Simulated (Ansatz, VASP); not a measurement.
**F in VASP and in Ansatz**

```
F
1.0
     9.00000    0.00000    0.00000
     0.00000    9.50000    0.00000
     0.00000    0.00000   10.00000
F
2
Direct
  0.50000 0.50000 0.43011
  0.50000 0.50000 0.56989
```

Alike in both runs: functional PBEsol; k mesh 1 × 1 × 1; occupations gaussian, width 0.05 eV; no spin polarisation.

Ansatz relaxed the structure, and its values are those at the end. VASP's run is a single point on that final structure, the one shown.

```csv
,VASP,Ansatz
version,VASP 6.6.1,Ansatz 0.2.0
potentials or method,"VASP PAW PBE potentials, release 64 (F), cutoff 520 eV","plane waves, PAW"
valence electrons in the cell,14,14
```

```csv
,VASP,Ansatz,Ansatz less VASP
rms of the force components (eV/Å),0.261,0.008,-0.2537
```

VASP's potentials were made for PBE, not for PBEsol. One of these differences is far larger than is usual between the two programs; its cause wasn't traced. The functional is the same, so the differences come from potentials, cutoffs and numerics. Ansatz's warnings: stress scf threshold loose.
